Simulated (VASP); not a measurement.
# SnSe2 in VASP: notebook

Runs on SnSe2. Level: PBEsol. Tasks: single point.

Program: VASP 6.6.1. These are calculated values, not measurements. Logs are shortened: lines on timing, memory, paths and dates and some standing lists are left out, and cuts for length are marked.

**1. The cell of the first run**

The structure is trigonal, space group P-3m1 (No. 164). Conventional cell: a = 3.811 Å, b = 3.811 Å, c = 6.136 Å, α = 90.00°, β = 90.00°, γ = 120.00°. Sn (site symmetry -3m) has 6 Se at 2.68 Å within 3.5 Å. Se (site symmetry 3m) has 3 Sn at 2.68 Å within 3.5 Å.

**2. Single point, PBEsol**

INCAR

```
PREC = Accurate ; ENCUT = 520
EDIFF = 1E-7 ; ISMEAR = -1
SIGMA = 0.02 ; LREAL = False
LASPH = True ; NELM = 60
ALGO = Normal ; ISIF = 2
LWAVE = False ; LCHARG = False
GGA = PS ; NBANDS = 20
```

KPOINTS

```
regular mesh
0
Gamma
  6 6 4
```

POSCAR

```
SnSe2
1.0
    3.8110000000      0.0000000000      0.0000000000
   -1.9055000000      3.3004230000      0.0000000000
    0.0000000000      0.0000000000      6.1360000000
Sn Se
1 2
Direct
    0.0000000000      0.0000000000      0.0000000000
    0.3333333333      0.6666666667      0.2490000000
    0.6666666667      0.3333333333      0.7510000000
```

Potentials or basis: VASP PAW PBE potentials, release 64 (Sn_d, Se).

Launch:

```
$ cat potpaw_PBE.64/Sn_d/POTCAR potpaw_PBE.64/Se/POTCAR > POTCAR
$ mpirun -np 1 vasp_std > vasp.out
```

OUTCAR:

```text
PREC = Accurate
   ENCUT = 520
   EDIFF = 1E-7
   ISMEAR = -1
   LREAL = False
   LASPH = True
   NELM = 60
   ISIF = 2
   GGA = PS

 ion  position               nearest neighbor table
   1  0.000  0.000  0.000-   2 2.68   3 2.68   3 2.68   2 2.68   3 2.68   2 2.68
   2  0.333  0.667  0.249-   1 2.68   1 2.68   1 2.68
   3  0.667  0.333  0.751-   1 2.68   1 2.68   1 2.68

  LATTYP: Found a hexagonal cell.
 ALAT       =     3.8110000000
 C/A-ratio  =     1.6100760955

  Lattice vectors:

 A1 = (   3.8110000000,   0.0000000000,   0.0000000000)
 A2 = (  -1.9055000000,   3.3004230000,   0.0000000000)
 A3 = (   0.0000000000,   0.0000000000,   6.1360000000)

Analysis of symmetry for initial positions (statically):
=====================================================================
 Subroutine PRICEL returns:
 Original cell was already a primitive cell.

 Routine SETGRP: Setting up the symmetry group for a
 hexagonal supercell.

 Subroutine GETGRP returns: Found 12 space group operations
 (whereof 12 operations were pure point group operations)
 out of a pool of 24 trial point group operations.

The static configuration has the point symmetry D_3d.

Analysis of symmetry for dynamics (positions and initial velocities):
=====================================================================
 Subroutine PRICEL returns:
 Original cell was already a primitive cell.

 Routine SETGRP: Setting up the symmetry group for a
 hexagonal supercell.

 Subroutine GETGRP returns: Found 12 space group operations
 (whereof 12 operations were pure point group operations)
 out of a pool of 24 trial point group operations.

The dynamic configuration has the point symmetry D_3d.

 Subroutine INISYM returns: Found 12 space group operations
 (whereof 12 operations are pure point group operations),
 and found     1 'primitive' translations

----------------------------------------------------------------------------------------

                                     Primitive cell

  volume of cell :      77.1781

  direct lattice vectors                    reciprocal lattice vectors
     3.811000000  0.000000000  0.000000000     0.262398321  0.151495733  0.000000000
    -1.905500000  3.300423000  0.000000000     0.000000000  0.302991465  0.000000000
     0.000000000  0.000000000  6.136000000     0.000000000  0.000000000  0.162972621

  length of vectors
     3.811000000  3.811000161  6.136000000     0.302991478  0.302991465  0.162972621

  position of ions in fractional coordinates (direct lattice)
     0.000000000  0.000000000  0.000000000
     0.333333333  0.666666667  0.249000000
     0.666666667  0.333333333  0.751000000

  ion indices of the primitive-cell ions
   primitive index   ion index
                 1           1
                 2           2
                 3           3

----------------------------------------------------------------------------------------

 KPOINTS: regular mesh

Automatic generation of k-mesh.
 Grid dimensions read from file:
 generate k-points for:    6    6    4

 Generating k-lattice:

  Cartesian coordinates                     Fractional coordinates (reciprocal lattice)
     0.043733053  0.025249289  0.000000000     0.166666667  0.000000000  0.000000000
     0.000000000  0.050498578  0.000000000     0.000000000  0.166666667  0.000000000
     0.000000000  0.000000000  0.040743155     0.000000000  0.000000000  0.250000000

  Length of vectors
     0.050498580  0.050498578  0.040743155

  Shift w.r.t. Gamma in fractional coordinates (k-lattice)
     0.000000000  0.000000000  0.000000000

 Subroutine IBZKPT returns following result:
 ===========================================

 Found     24 irreducible k-points:

 Following reciprocal coordinates:
            Coordinates               Weight
  0.000000  0.000000  0.000000      1.000000
  0.166667  0.000000  0.000000      6.000000
  0.333333  0.000000  0.000000      6.000000
  0.500000  0.000000  0.000000      3.000000
  0.166667  0.166667  0.000000      6.000000
  0.333333  0.166667  0.000000     12.000000
[... 16 lines left out ...]
  0.333333  0.166667  0.500000     12.000000
  0.333333  0.333333  0.500000      2.000000
   k-points           NKPTS =     24   k-points in BZ     NKDIM =     24   number of bands    NBANDS=     20
   number of dos      NEDOS =    301   number of ions     NIONS =      3
   total plane-waves  NPLWV =  37632
   dimension x,y,z NGX =    28 NGY =   28 NGZ =   48
   dimension x,y,z NGXF=    56 NGYF=   56 NGZF=   96
   ions per type =               1   2
   NGX,Y,Z   is equivalent  to a cutoff of  12.21, 12.21, 13.00 a.u.
   NGXF,Y,Z  is equivalent  to a cutoff of  24.43, 24.43, 26.01 a.u.
 SYSTEM =  unknown system
   PREC   = accura    normal or accurate (medium, high low for compatibility)
   ISTART =      0    job   : 0-new  1-cont  2-samecut
   ICHARG =      2    charge: 1-file 2-atom 10-const
   ISPIN  =      1    spin polarized calculation?
[... 39 lines left out ...]
 maximum number of plane-waves:      2109
   NGX = 15   NGY = 15   NGZ = 23

 number of electron      26.0000006 magnetization

 Free energy of the ion-electron system (eV)
  ---------------------------------------------------
  ext. energy  EPLUGINS =         0.00000000
  ---------------------------------------------------
  free energy    TOTEN  =       -12.93313868 eV

  energy without entropy =      -12.93313868  energy(sigma->0) =      -12.93313868

 E-fermi :   4.4201     XC(G=0):  -9.6367

 val. band max:        4.0606759610   @ k =   0.0000   0.0000   0.0000
 cond. band min:       4.8004302520   @ k =   0.5000   0.0000   0.2500
 fundamental gap:      0.7397542911
 Fermi energy:         4.4200760417

 k-point     1 :       0.0000    0.0000    0.0000
  band No.  band energies     occupation
      1     -17.1102      2.00000
      2     -17.1102      2.00000
      3     -17.0719      2.00000
      4     -17.0554      2.00000
      5     -17.0554      2.00000
      6      -9.9720      2.00000
[... 12 lines left out ...]
     19      12.9476      0.00000
     20      12.9476      0.00000

 k-point     2 :       0.1667    0.0000    0.0000
  band No.  band energies     occupation
      1     -17.1247      2.00000
      2     -17.1017      2.00000
      3     -17.0658      2.00000
      4     -17.0591      2.00000
      5     -17.0526      2.00000
      6      -9.6944      2.00000
[... 12 lines left out ...]
     19      12.2243      0.00000
     20      13.2077      0.00000

 k-point     3 :       0.3333    0.0000    0.0000
  band No.  band energies     occupation
      1     -17.1567      2.00000
      2     -17.0922      2.00000
      3     -17.0741      2.00000
      4     -17.0426      2.00000
      5     -17.0391      2.00000
      6      -8.9489      2.00000
[... 12 lines left out ...]
     19      12.8750      0.00000
     20      13.7314      0.00000

 k-point     4 :       0.5000    0.0000    0.0000
  band No.  band energies     occupation
      1     -17.1733      2.00000
      2     -17.0908      2.00000
      3     -17.0789      2.00000
      4     -17.0331      2.00000
      5     -17.0289      2.00000
      6      -8.2924      2.00000
[... 12 lines left out ...]
     19      13.9249      0.00000
     20      14.6086      0.00000

 k-point     5 :       0.1667    0.1667    0.0000
  band No.  band energies     occupation
      1     -17.1416      2.00000
      2     -17.1004      2.00000
      3     -17.0654      2.00000
      4     -17.0575      2.00000
      5     -17.0398      2.00000
      6      -9.1766      2.00000
[... 12 lines left out ...]
     19      10.9537      0.00000
     20      14.1269      0.00000
[... 353 lines left out ...]
      6      -8.1962      2.00000
[... 12 lines left out ...]
     19      13.7740      0.00000
     20      14.6629      0.00000

 k-point    22 :       0.1667    0.1667    0.5000
  band No.  band energies     occupation
      1     -17.1417      2.00000
      2     -17.1004      2.00000
      3     -17.0654      2.00000
      4     -17.0575      2.00000
      5     -17.0398      2.00000
      6      -9.0218      2.00000
[... 12 lines left out ...]
     19      12.0191      0.00000
     20      13.1289      0.00000

 k-point    23 :       0.3333    0.1667    0.5000
  band No.  band energies     occupation
      1     -17.1578      2.00000
      2     -17.1038      2.00000
      3     -17.0695      2.00000
      4     -17.0432      2.00000
      5     -17.0316      2.00000
      6      -8.2644      2.00000
[... 12 lines left out ...]
     19      12.3688      0.00000
     20      13.6277      0.00000

 k-point    24 :       0.3333    0.3333    0.5000
  band No.  band energies     occupation
      1     -17.1332      2.00000
      2     -17.1332      2.00000
      3     -17.0515      2.00000
      4     -17.0515      2.00000
      5     -17.0374      2.00000
      6      -7.8038      2.00000
[... 12 lines left out ...]
     19      12.9843      0.00000
     20      13.0271      0.00000

------------------------ aborting loop because EDIFF is reached ----------------------------------------

  FORCE on cell =-STRESS in cart. coord.  units (eV):
  Direction    XX          YY          ZZ          XY          YZ          ZX
  --------------------------------------------------------------------------------------
  -------------------------------------------------------------------------------------
  Total        1.0090761      1.0090762      1.8291577      0.0000000      0.0000000      0.0000000
  in kB       20.9479058     20.9479081     37.9723801      0.0000000      0.0000000      0.0000000
  external PRESSURE =      26.6227313 kB  Pullay stress =       0.0000000 kB

 VOLUME and BASIS-vectors are now :
 -----------------------------------------------------------------------------
  energy-cutoff  :      520.00
  volume of cell :       77.18
      direct lattice vectors                 reciprocal lattice vectors
     3.811000000  0.000000000  0.000000000     0.262398321  0.151495733  0.000000000
    -1.905500000  3.300423000  0.000000000     0.000000000  0.302991465  0.000000000
     0.000000000  0.000000000  6.136000000     0.000000000  0.000000000  0.162972621

 POSITION                                       TOTAL-FORCE (eV/Angst)
 -----------------------------------------------------------------------------------
      0.00000      0.00000      0.00000        -0.000000     -0.000000      0.000000
     -0.00000      2.20028      1.52786        -0.000000     -0.000000      0.613932
      1.90550      1.10014      4.60814         0.000000      0.000000     -0.613932
 -----------------------------------------------------------------------------------
    total drift:                                0.000000      0.000000     -0.000000

  FREE ENERGIE OF THE ION-ELECTRON SYSTEM (eV)
  ---------------------------------------------------
  free  energy   TOTEN  =       -12.9331386809 eV

  energy  without entropy=      -12.9331386805  energy(sigma->0) =      -12.93313868
```

Wall time 30 s (1 thread of Intel Xeon Platinum 8488C (Sapphire Rapids), shared host); peak memory 0.2 GiB.

Results:

```
Free energy            : -12.9331 eV
Pressure               : 2.7 GPa
Largest force          : 0.614 eV/Å
Band gap on the k mesh : 0.74 eV, indirect (least direct gap 1.00 eV)
```

Forces in eV/Å, atoms in the order of the input:
```
Sn   0.000  0.000  0.000
Se   0.000  0.000  0.614
Se   0.000  0.000 -0.614
```

Stress tensor (GPa, compression positive):
```
2.09 0.00 0.00
0.00 2.09 0.00
0.00 0.00 3.80
```

Caveat: the PAW data sets were made with another functional, which shifts forces and pressure a little; spin-orbit coupling is left out, which moves the levels of the heavy elements; this functional lacks dispersion, which binds the layers, so the pressure and a relaxed spacing across them are unreliable. A k mesh can miss the band edges.

**3. Single point, PBEsol**

INCAR

```
SYSTEM = SnSe2
  ALGO = Normal
  EDIFF = 1E-6
  ENCUT = 520
  GGA = PS
  ISIF = 2
  ISMEAR = -1
  LASPH = .True.
  LCHARG = .True.
  LELF = .True.
  LREAL = .False.
  LVHAR = .True.
  LWAVE = .False.
  NBANDS = 20
  NELM = 60
  PREC = Accurate
  SIGMA = 0.02
```

KPOINTS

```
k-points
0
Gamma
  6 6 4
  0 0 0
```

POSCAR

```
SnSe2
1.0
    3.8110000000     -0.0190550000      0.0000000000
   -1.9220021150      3.3099505000      0.0000000000
    0.0000000000      0.0000000000      6.1360000000
Sn Se
1 2
Direct
    0.0000000000      0.0000000000      0.0000000000
    0.3333333333      0.6666666667      0.2490000000
    0.6666666667      0.3333333333      0.7510000000
```

Potentials or basis: VASP PAW PBE potentials, release 64 (Sn_d, Se).

Launch:

```
$ cat potpaw_PBE.64/Sn_d/POTCAR potpaw_PBE.64/Se/POTCAR > POTCAR
$ mpirun -np 1 vasp_std > vasp.out
```

It took 63 s on 1 thread of Intel Xeon Platinum 8488C (Sapphire Rapids), shared host; peak memory 0.26 GiB.

Results (log left out):

```
Free energy            : -12.9322 eV
Pressure               : 2.7 GPa
Largest force          : 0.614 eV/Å
Band gap on the k mesh : 0.70 eV, indirect (least direct gap 1.00 eV)
```

Forces on the atoms (eV/Å):
```
Sn   0.000  0.000  0.000
Se  -0.015  0.000  0.614
Se   0.015  0.000 -0.614
```

Stress tensor (GPa, compression positive):
```
 2.11  0.39 -0.08
 0.39  2.12  0.00
-0.08  0.00  3.81
```

Levels at points of the mesh, in eV from the valence-band top:
```tsv
k point	band 9	band 10	band 11	band 12	band 13	band 14	band 15	band 16	band 17	band 18
(0.00, 0.00, 0.00)	-0.73	-0.69	-0.42	-0.37	0.00	1.00	2.83	4.53	4.63	8.03
(0.50, 0.00, 0.00)	-4.53	-2.92	-2.76	-1.22	-0.34	1.04	3.63	5.32	5.37	7.24
(0.00, 0.50, 0.00)	-4.53	-2.94	-2.70	-1.23	-0.30	1.09	3.69	5.33	5.43	7.22
(0.50, 0.50, 0.00)	-4.53	-2.96	-2.65	-1.24	-0.27	1.15	3.75	5.35	5.48	7.20
(0.00, 0.00, 0.50)	-2.08	-0.82	-0.78	-0.26	-0.21	2.39	2.80	4.25	4.36	8.05
(0.50, 0.00, 0.50)	-4.98	-2.59	-2.01	-0.87	-0.74	0.79	4.12	4.75	5.74	6.26
(0.00, 0.50, 0.50)	-4.98	-2.54	-2.01	-0.86	-0.70	0.81	4.15	4.75	5.74	6.30
(0.50, 0.50, 0.50)	-4.98	-2.49	-2.02	-0.84	-0.66	0.83	4.18	4.76	5.73	6.35
```

Caveat: the PAW data sets were made with another functional, which shifts forces and pressure a little; spin-orbit coupling is left out, which moves the levels of the heavy elements.

**4. Single point, PBEsol**

INCAR

```
SYSTEM = SnSe2
ALGO     = Normal         ! electronic algorithm
EDIFF    = 1E-6           ! SCF threshold, eV
ENCUT    = 520            ! plane-wave cutoff, eV
GGA      = PS             ! functional
ISIF     = 2              ! what is computed and relaxed
ISMEAR   = -1             ! smearing method
LASPH    = .True.         ! aspherical terms in the spheres
LCHARG   = .False.        ! write CHGCAR
LREAL    = .False.        ! projectors in reciprocal space
LWAVE    = .False.        ! write WAVECAR
NBANDS   = 20             ! bands
NELM     = 60             ! most SCF steps
PREC     = Accurate       ! precision mode
SIGMA    = 0.02           ! smearing width, eV
```

KPOINTS is that of step 3.

POSCAR

```
SnSe2
1.0
    3.8110000000     -0.0127033333      0.0000000000
   -1.9165014100      3.3067746667      0.0000000000
    0.0000000000      0.0000000000      6.1360000000
Sn Se
1 2
Direct
    0.0000000000      0.0000000000      0.0000000000
    0.3333333333      0.6666666667      0.2490000000
    0.6666666667      0.3333333333      0.7510000000
```

Launch:

```
$ cat potpaw_PBE.64/Sn_d/POTCAR potpaw_PBE.64/Se/POTCAR > POTCAR
$ mpirun -np 1 vasp_std > vasp.out
```

Wall time 55 s (1 thread of Intel Xeon Platinum 8488C (Sapphire Rapids), shared host); peak memory 0.26 GiB.

The run converged. Its results:

```yaml
Free_energy: -12.9327 eV
Pressure: 2.7 GPa
Largest_force: 0.614 eV/Å
Band_gap_on_the_k_mesh: 0.71 eV, indirect (least direct gap 1.00 eV)
```

Forces in eV/Å, atoms in the order of the input:
```
Sn   0.000  0.000  0.000
Se  -0.010  0.000  0.614
Se   0.010  0.000 -0.614
```

Stress tensor (GPa, compression positive):
```
 2.11  0.26 -0.06
 0.26  2.11  0.00
-0.06  0.00  3.81
```

Levels at points of the mesh, in eV from the valence-band top:
```tsv
k point	band 11	band 12	band 13	band 14	band 15	band 16
(0.00, 0.00, 0.00)	-0.41	-0.37	0.00	1.00	2.83	4.54
(0.50, 0.00, 0.00)	-2.74	-1.22	-0.33	1.06	3.65	5.32
(0.00, 0.50, 0.00)	-2.70	-1.23	-0.30	1.09	3.69	5.33
(0.50, 0.50, 0.00)	-2.67	-1.24	-0.28	1.13	3.73	5.34
(0.00, 0.00, 0.50)	-0.78	-0.25	-0.22	2.39	2.80	4.27
(0.50, 0.00, 0.50)	-2.01	-0.87	-0.73	0.79	4.13	4.75
(0.00, 0.50, 0.50)	-2.01	-0.86	-0.70	0.81	4.15	4.75
(0.50, 0.50, 0.50)	-2.01	-0.85	-0.67	0.82	4.17	4.76
```

Caveat: the PAW data sets were made with another functional, which shifts forces and pressure a little; spin-orbit coupling is left out, which moves the levels of the heavy elements. A k mesh can miss the band edges.

**5. Single point, PBEsol**

INCAR

```
ALGO = Normal
EDIFF = 1E-6
ENCUT = 520
GGA = PS
ISIF = 2
ISMEAR = -1
LASPH = T
LCHARG = F
LREAL = F
LWAVE = F
NBANDS = 20
NELM = 100
PREC = Accurate
SIGMA = 0.02
```

KPOINTS

```
k-points
0
Gamma
  6 6 4
```

POSCAR

```
SnSe2
1.0
    3.8110000000     -0.0063516667      0.0000000000
   -1.9110007050      3.3035988333      0.0000000000
    0.0000000000      0.0000000000      6.1360000000
Sn Se
1 2
Direct
    0.0000000000      0.0000000000      0.0000000000
    0.3333333333      0.6666666667      0.2490000000
    0.6666666667      0.3333333333      0.7510000000
```

Launch:

```
$ cat potpaw_PBE.64/Sn_d/POTCAR potpaw_PBE.64/Se/POTCAR > POTCAR
$ mpirun -np 1 vasp_std > vasp.out
```

Wall time 64 s (1 thread of Intel Xeon Platinum 8488C (Sapphire Rapids), shared host); peak memory 0.25 GiB.

The run converged. Its results:

```
Free energy            : -12.9330 eV
Pressure               : 2.7 GPa
Largest force          : 0.614 eV/Å
Band gap on the k mesh : 0.73 eV, indirect (least direct gap 1.00 eV)
```

Forces on the atoms (eV/Å):
```
Sn   0.000  0.000  0.000
Se  -0.005  0.000  0.614
Se   0.005  0.000 -0.614
```

Stress tensor (GPa, compression positive):
```
 2.10  0.13 -0.03
 0.13  2.11  0.00
-0.03  0.00  3.81
```

Levels at points of the mesh, in eV from the valence-band top:
```tsv
k point	band 11	band 12	band 13	band 14	band 15	band 16
(0.00, 0.00, 0.00)	-0.40	-0.38	0.00	1.00	2.83	4.56
(0.50, 0.00, 0.00)	-2.72	-1.23	-0.32	1.08	3.67	5.33
(0.00, 0.50, 0.00)	-2.71	-1.23	-0.30	1.09	3.69	5.33
(0.50, 0.50, 0.00)	-2.69	-1.23	-0.29	1.11	3.71	5.34
(0.00, 0.00, 0.50)	-0.79	-0.25	-0.23	2.39	2.80	4.29
(0.50, 0.00, 0.50)	-2.01	-0.86	-0.71	0.80	4.14	4.75
(0.00, 0.50, 0.50)	-2.01	-0.86	-0.70	0.81	4.15	4.75
(0.50, 0.50, 0.50)	-2.01	-0.85	-0.69	0.81	4.16	4.75
```

Caveat: the PAW data sets were made with another functional, which shifts forces and pressure a little; spin-orbit coupling is left out, which moves the levels of the heavy elements. A k mesh can miss the band edges.

**6. The runs side by side**

| cell | gap on the mesh (eV) | pressure (GPa) | largest force (eV/Å) |
| --- | --- | --- | --- |
| a = 3.811, b = 3.811, c = 6.136 Å, angles 90.0, 90.0, 120.0°, 3 atoms | 0.74 | 2.7 | 0.61 |
| a = 3.811, b = 3.828, c = 6.136 Å, angles 90.0, 90.0, 120.4°, 3 atoms | 0.70 | 2.7 | 0.61 |
| a = 3.811, b = 3.822, c = 6.136 Å, angles 90.0, 90.0, 120.3°, 3 atoms | 0.71 | 2.7 | 0.61 |
| a = 3.811, b = 3.817, c = 6.136 Å, angles 90.0, 90.0, 120.1°, 3 atoms | 0.73 | 2.7 | 0.61 |

Alike in all rows: task single point; level PBEsol; potentials or basis VASP PAW PBE potentials, release 64 (Sn_d, Se); no spin polarisation; k mesh 6 × 6 × 4; cutoff (eV) 520; smearing fermi-dirac 0.02 eV.

Caveats: the PAW data sets were made with another functional, which shifts forces and pressure a little; spin-orbit coupling is left out, which moves the levels of the heavy elements; this functional lacks dispersion, which binds the layers, so the pressure and a relaxed spacing across them are unreliable (some runs).

Absolute energies hang on the potentials; compare differences alone.
